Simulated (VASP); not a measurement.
# SbPt (P6_3/mmc) in VASP: further runs

SbPt is run at these levels: PBEsol; tasks: single point.

Program: VASP 6.6.1. These are calculated values, not measurements. Logs are shortened: lines on timing, memory, paths and dates and some standing lists are left out, and cuts for length are marked.

### Step 1. The cell of the first run

Symmetry: P6_3/mmc, No. 194, hexagonal system. The conventional cell has a = 4.174 Å, b = 4.174 Å, c = 5.542 Å, α = 90.00°, β = 90.00°, γ = 120.00°. Pt (site symmetry -3m) has 2 Pt at 2.77 Å and 6 Sb at 2.78 Å within 3.7 Å. Within 3.7 Å of Sb (site symmetry -6m2) lie 6 Pt at 2.78 Å and 6 Sb at 3.67 Å.

### Step 2. Single point, PBEsol

Input file INCAR:

```
ALGO     = Normal         # electronic algorithm
EDIFF    = 1E-6           # SCF threshold, eV
ENCUT    = 520            # plane-wave cutoff, eV
GGA      = PS             # functional
ISIF     = 2              # what is computed and relaxed
ISMEAR   = -1             # smearing method
LASPH    = True           # aspherical terms in the spheres
LCHARG   = False          # write CHGCAR
LREAL    = False          # projectors in reciprocal space
LWAVE    = False          # write WAVECAR
NBANDS   = 23             # bands
NELM     = 100            # most SCF steps
PREC     = Accurate       # precision mode
SIGMA    = 0.05           # smearing width, eV
```

Input file KPOINTS:

```
k-points
0
Gamma
  8 8 5
```

Input file POSCAR:

```
SbPt
1.0
    4.1742167437      0.0000000000      0.0000000000
   -2.0871083719      3.6149777410      0.0000000000
    0.0000000000      0.0000000000      5.5419819389
Pt Sb
2 2
Direct
    0.0000000000      0.0000000000      0.5000000000
    0.0000000000      0.0000000000      0.0000000000
    0.6666666667      0.3333333333      0.7500000000
    0.3333333333      0.6666666667      0.2500000000
```

Potentials or basis: VASP PAW PBE potentials, release 64 (Pt, Sb).

Command:

```console
cat potpaw_PBE.64/Pt/POTCAR potpaw_PBE.64/Sb/POTCAR > POTCAR
mpirun -np 1 vasp_std > vasp.out
```

OUTCAR:

```text
EDIFF = 1E-6
   ENCUT = 520
   GGA = PS
   ISIF = 2
   ISMEAR = -1
   LASPH = True
   LREAL = False
   NELM = 100
   PREC = Accurate

 ion  position               nearest neighbor table
   1  0.000  0.000  0.500-   2 2.77   2 2.77   4 2.78   3 2.78   3 2.78   4 2.78   3 2.78   4 2.78

   2  0.000  0.000  0.000-   1 2.77   1 2.77   4 2.78   3 2.78   3 2.78   4 2.78   3 2.78   4 2.78

   3  0.667  0.333  0.750-   1 2.78   2 2.78   1 2.78   2 2.78   1 2.78   2 2.78   4 3.67   4 3.67
                             4 3.67   4 3.67   4 3.67   4 3.67
   4  0.333  0.667  0.250-   1 2.78   2 2.78   1 2.78   2 2.78   1 2.78   2 2.78   3 3.67   3 3.67
                             3 3.67   3 3.67   3 3.67   3 3.67

  LATTYP: Found a hexagonal cell.
 ALAT       =     4.1742167437
 C/A-ratio  =     1.3276699029

  Lattice vectors:

 A1 = (   4.1742167437,   0.0000000000,   0.0000000000)
 A2 = (  -2.0871083719,   3.6149777410,   0.0000000000)
 A3 = (   0.0000000000,   0.0000000000,   5.5419819389)

Analysis of symmetry for initial positions (statically):
=====================================================================
 Subroutine PRICEL returns:
 Original cell was already a primitive cell.

 Routine SETGRP: Setting up the symmetry group for a
 hexagonal supercell.

 Subroutine GETGRP returns: Found 24 space group operations
 (whereof 12 operations were pure point group operations)
 out of a pool of 24 trial point group operations.

The static configuration has the point symmetry D_3d.
 The point group associated with its full space group is D_6h.

Analysis of symmetry for dynamics (positions and initial velocities):
=====================================================================
 Subroutine PRICEL returns:
 Original cell was already a primitive cell.

 Routine SETGRP: Setting up the symmetry group for a
 hexagonal supercell.

 Subroutine GETGRP returns: Found 24 space group operations
 (whereof 12 operations were pure point group operations)
 out of a pool of 24 trial point group operations.

The dynamic configuration has the point symmetry D_3d.
 The point group associated with its full space group is D_6h.

 Subroutine INISYM returns: Found 24 space group operations
 (whereof 12 operations are pure point group operations),
 and found     1 'primitive' translations

----------------------------------------------------------------------------------------

                                     Primitive cell

  volume of cell :      83.6268

  direct lattice vectors                    reciprocal lattice vectors
     4.174216744  0.000000000  0.000000000     0.239565902  0.138313438  0.000000000
    -2.087108372  3.614977741  0.000000000     0.000000000  0.276626876  0.000000000
     0.000000000  0.000000000  5.541981939     0.000000000  0.000000000  0.180440862

  length of vectors
     4.174216744  4.174216744  5.541981939     0.276626876  0.276626876  0.180440862

  position of ions in fractional coordinates (direct lattice)
     0.000000000  0.000000000  0.500000000
     0.000000000  0.000000000  0.000000000
     0.666666667  0.333333333  0.750000000
     0.333333333  0.666666667  0.250000000

  ion indices of the primitive-cell ions
   primitive index   ion index
                 1           1
                 2           2
                 3           3
                 4           4

----------------------------------------------------------------------------------------

 KPOINTS: k-points

Automatic generation of k-mesh.
 Grid dimensions read from file:
 generate k-points for:    8    8    5

 Generating k-lattice:

  Cartesian coordinates                     Fractional coordinates (reciprocal lattice)
     0.029945738  0.017289180  0.000000000     0.125000000  0.000000000  0.000000000
     0.000000000  0.034578360  0.000000000     0.000000000  0.125000000  0.000000000
     0.000000000  0.000000000  0.036088172     0.000000000  0.000000000  0.200000000

  Length of vectors
     0.034578360  0.034578360  0.036088172

  Shift w.r.t. Gamma in fractional coordinates (k-lattice)
     0.000000000  0.000000000  0.000000000

 Subroutine IBZKPT returns following result:
 ===========================================

 Found     30 irreducible k-points:

 Following reciprocal coordinates:
            Coordinates               Weight
  0.000000  0.000000  0.000000      1.000000
  0.125000  0.000000  0.000000      6.000000
  0.250000  0.000000  0.000000      6.000000
  0.375000  0.000000  0.000000      6.000000
  0.500000  0.000000  0.000000      3.000000
  0.125000  0.125000  0.000000      6.000000
[... 16 lines left out ...]
  0.250000  0.000000  0.400000     12.000000
  0.375000  0.000000  0.400000     12.000000
 [... further k-points ...]
   k-points           NKPTS =     30   k-points in BZ     NKDIM =     30   number of bands    NBANDS=     23
   number of dos      NEDOS =    301   number of ions     NIONS =      4
   total plane-waves  NPLWV =  43008
   dimension x,y,z NGX =    32 NGY =   32 NGZ =   42
   dimension x,y,z NGXF=    64 NGYF=   64 NGZF=   84
   ions per type =               2   2
   NGX,Y,Z   is equivalent  to a cutoff of  12.74, 12.74, 12.60 a.u.
   NGXF,Y,Z  is equivalent  to a cutoff of  25.49, 25.49, 25.20 a.u.
 SYSTEM =  unknown system
   PREC   = accura    normal or accurate (medium, high low for compatibility)
   ISTART =      0    job   : 0-new  1-cont  2-samecut
   ICHARG =      2    charge: 1-file 2-atom 10-const
   ISPIN  =      1    spin polarized calculation?
   LNONCOLLINEAR =      F non collinear calculations
   LSORBIT =      F    spin-orbit coupling
   LASPH  =      T    aspherical Exc in radial PAW
   ENCUT  =  520.0 eV  38.22 Ry    6.18 a.u.   7.76  7.76 10.30*2*pi/ulx,y,z
   NELM   =    100;   NELMIN=  2; NELMDL= -5     # of ELM steps
   EDIFF  = 0.1E-05   stopping-criterion for ELM
   LREAL  =      F    real-space projection
   EDIFFG = 0.1E-04   stopping-criterion for IOM
   NSW    =      0    number of steps for IOM
   IBRION =     -1    ionic relax: 0-MD 1-quasi-New 2-CG
   NFREE  =      0    steps in history (QN), initial steepest desc. (CG)
   ISIF   =      2    stress and relaxation
   ISYM   =      2    0-nonsym 1-usesym 2-fastsym
   POTIM  = 0.5000    time-step for ionic-motion
   TEBEG  =    0.0;   TEEND  =   0.0 temperature during run
   PSTRESS=    0.0 pullay stress
   NELECT =      30.0000    total number of electrons
   NUPDOWN=      -1.0000    fix difference up-down
   EMIN   =  10.00;   EMAX   =-10.00  energy-range for DOS
   EFERMI =   0.00;   METHOD = LEGACY
   ISMEAR =    -1;   SIGMA  =   0.05  broadening in eV -4-tet -1-fermi 0-gaus
   EFERMI_NEDOS =   21; number of points for ismear=-14 and -15
   IALGO  =     38    algorithm
   IMIX   =      4    mixing-type and parameters
     AMIX     =   0.40;   BMIX     =  1.00
     AMIX_MAG =   1.60;   BMIX_MAG =  1.00
  volume/ion in A,a.u.               =      20.91       141.09
  Fermi-wavevector in a.u.,A,eV,Ry     =   1.163233  2.198191 18.410189  1.353111
  Thomas-Fermi vector in A             =   2.299785
   LORBIT       =      0    0 simple, 1 ext, 2 COOP (PROOUT), +10 PAW based schemes
   GGA     = PS    functional components
   LHFCALC =     F    Hartree Fock is set to
   AEXX    =    0.0000 exact exchange contribution
   IVDW    =     0    specifies the selected vdW correction
   LEPSILON=     F    determine dielectric tensor
   LRPA    =     F    only Hartree local field effects (RPA)
 non-spin polarized calculation
  energy-cutoff  :      520.00
  volume of cell :       83.63
 maximum number of plane-waves:      2277
 NGX is ok and might be reduce to    32
   NGX = 15   NGY = 15   NGZ = 21

 number of electron      30.0000007 magnetization

 Free energy of the ion-electron system (eV)
  ---------------------------------------------------
  ext. energy  EPLUGINS =         0.00000000
  ---------------------------------------------------
  free energy    TOTEN  =       -24.72018870 eV

  energy without entropy =      -24.69757404  energy(sigma->0) =      -24.70888137

 E-fermi :   9.5005     XC(G=0): -11.4325

 val. band max:        9.4608757480   @ k =   0.2500   0.2500   0.2000
 cond. band min:       9.5014563983   @ k =   0.3750   0.1250   0.4000
 fundamental gap:      0.0405806502
 Fermi energy:         9.5004998594

 k-point     1 :       0.0000    0.0000    0.0000
  band No.  band energies     occupation
      1      -3.1569      2.00000
      2       0.5789      2.00000
      3       2.7086      2.00000
      4       3.7353      2.00000
      5       3.7353      2.00000
      6       3.8482      2.00000
[... 15 lines left out ...]
     22      14.8118      0.00000
     23      17.3862      0.00000

 k-point     2 :       0.1250    0.0000    0.0000
  band No.  band energies     occupation
      1      -2.9718      2.00000
      2       0.4079      2.00000
      3       2.9309      2.00000
      4       3.7815      2.00000
      5       3.7983      2.00000
      6       4.0376      2.00000
[... 15 lines left out ...]
     22      15.6270      0.00000
     23      15.6685      0.00000

 k-point     3 :       0.2500    0.0000    0.0000
  band No.  band energies     occupation
      1      -2.4377      2.00000
      2       0.0531      2.00000
      3       3.5028      2.00000
      4       3.5598      2.00000
      5       3.8553      2.00000
      6       4.5065      2.00000
[... 15 lines left out ...]
     22      15.6139      0.00000
     23      16.1652      0.00000
[... 495 lines left out ...]
 k-point    23 :       0.2500    0.0000    0.4000
  band No.  band energies     occupation
      1      -1.7475      2.00000
      2      -1.0098      2.00000
      3       3.5071      2.00000
      4       3.8732      2.00000
      5       4.4463      2.00000
      6       4.8549      2.00000
[... 15 lines left out ...]
     22      17.0275      0.00000
     23      17.3137      0.00000

 k-point    24 :       0.3750    0.0000    0.4000
  band No.  band energies     occupation
      1      -1.1415      2.00000
      2      -0.7106      2.00000
      3       3.0324      2.00000
      4       3.3230      2.00000
      5       4.4435      2.00000
      6       4.8446      2.00000
[... 15 lines left out ...]
     22      17.6415      0.00000
     23      17.9794      0.00000

 [... further k-points ...]

------------------------ aborting loop because EDIFF is reached ----------------------------------------

  FORCE on cell =-STRESS in cart. coord.  units (eV):
  Direction    XX          YY          ZZ          XY          YZ          ZX
  --------------------------------------------------------------------------------------
  -------------------------------------------------------------------------------------
  Total       -0.8790749     -0.8790749     -1.5713472      0.0000000      0.0000000      0.0000000
  in kB      -16.8418858    -16.8418858    -30.1048868      0.0000000      0.0000000      0.0000000
  external PRESSURE =     -21.2628861 kB  Pullay stress =       0.0000000 kB

 VOLUME and BASIS-vectors are now :
 -----------------------------------------------------------------------------
  energy-cutoff  :      520.00
  volume of cell :       83.63
      direct lattice vectors                 reciprocal lattice vectors
     4.174216744  0.000000000  0.000000000     0.239565902  0.138313438  0.000000000
    -2.087108372  3.614977741  0.000000000     0.000000000  0.276626876  0.000000000
     0.000000000  0.000000000  5.541981939     0.000000000  0.000000000  0.180440862

 POSITION                                       TOTAL-FORCE (eV/Angst)
 -----------------------------------------------------------------------------------
      0.00000      0.00000      2.77099        -0.000000      0.000000     -0.000000
      0.00000      0.00000      0.00000        -0.000000      0.000000     -0.000000
      2.08711      1.20499      4.15649         0.000000     -0.000000      0.000000
     -0.00000      2.40999      1.38550        -0.000000      0.000000      0.000000
 -----------------------------------------------------------------------------------
    total drift:                                0.000000     -0.000000      0.000000

  FREE ENERGIE OF THE ION-ELECTRON SYSTEM (eV)
  ---------------------------------------------------
  free  energy   TOTEN  =       -24.7201886985 eV

  energy  without entropy=      -24.6975740441  energy(sigma->0) =      -24.70888137
```

It took 36 s on 1 thread of Intel Xeon Platinum 8375C at 2.90GHz (Ice Lake), shared host; peak memory 0.22 GiB.

What came out:

- Free energy: -24.7202 eV
- Pressure: -2.1 GPa
- Band gap on the k mesh: zero (band 15 reaches 11.27 eV, above the bottom of band 16 at 8.37 eV)

Levels at points of the mesh, in eV from the Fermi level:
```tsv
k point	band 11	band 12	band 13	band 14	band 15	band 16	band 17	band 18	band 19	band 20
(0.00, 0.00, 0.00)	-2.07	-2.07	-0.04	-0.04	0.71	2.29	2.43	3.47	3.52	3.52
(0.50, 0.00, 0.00)	-2.96	-2.81	-2.60	-2.22	-2.05	-0.66	1.83	4.21	4.26	4.27
```

Caveat: the PAW data sets were made with another functional, which shifts forces and pressure a little; spin-orbit coupling is left out, which moves the levels of the heavy elements.

### Step 3. Single point, PBEsol

This run uses another cell than the first one, of 21.31 Å³/atom, 1.019 times its volume.

Input file INCAR:

```
PREC = Accurate
ENCUT = 520
EDIFF = 1E-6
ISMEAR = -1
SIGMA = 0.05
LREAL = F
LASPH = T
NELM = 80
ALGO = Normal
ISIF = 2
LWAVE = F
LCHARG = F
GGA = PS
NBANDS = 23
```

Input file KPOINTS:

```
regular mesh
0
Gamma
  8 8 5
```

Input file POSCAR:

```
SbPt
1.0
    4.2008048284      0.0000000000      0.0000000000
   -2.1004024142      3.6380036977      0.0000000000
    0.0000000000      0.0000000000      5.5772821386
Pt Sb
2 2
Direct
    0.0000000000      0.0000000000      0.5000000000
    0.0000000000      0.0000000000      0.0000000000
    0.6666666667      0.3333333333      0.7500000000
    0.3333333333      0.6666666667      0.2500000000
```

Potentials or basis: VASP PAW PBE potentials, release 64 (Pt, Sb).

Command:

```console
cat potpaw_PBE.64/Pt/POTCAR potpaw_PBE.64/Sb/POTCAR > POTCAR
mpirun -np 1 vasp_std > vasp.out
```

Wall time 37 s (1 thread of Intel Xeon Platinum 8375C at 2.90GHz (Ice Lake), shared host); peak memory 0.22 GiB.

Results (log left out):

```
Free energy            : -24.6873 eV
Pressure               : -4.5 GPa
Band gap on the k mesh : zero (band 15 reaches 10.94 eV, above the bottom of band 16 at 8.10 eV)
```

Stress tensor (GPa, compression positive):
```
-3.96  0.00  0.00
 0.00 -3.96  0.00
 0.00  0.00 -5.52
```

Levels at points of the mesh, in eV from the Fermi level:
| k point | band 12 | band 13 | band 14 | band 15 | band 16 | band 17 | band 18 | band 19 |
| --- | --- | --- | --- | --- | --- | --- | --- | --- |
| (0.00, 0.00, 0.00) | -2.00 | -0.02 | -0.02 | 0.69 | 2.26 | 2.45 | 3.29 | 3.45 |
| (0.50, 0.00, 0.00) | -2.72 | -2.53 | -2.15 | -1.99 | -0.70 | 1.79 | 4.18 | 4.19 |

Caveat: the PAW data sets were made with another functional, which shifts forces and pressure a little; spin-orbit coupling is left out, which moves the levels of the heavy elements.
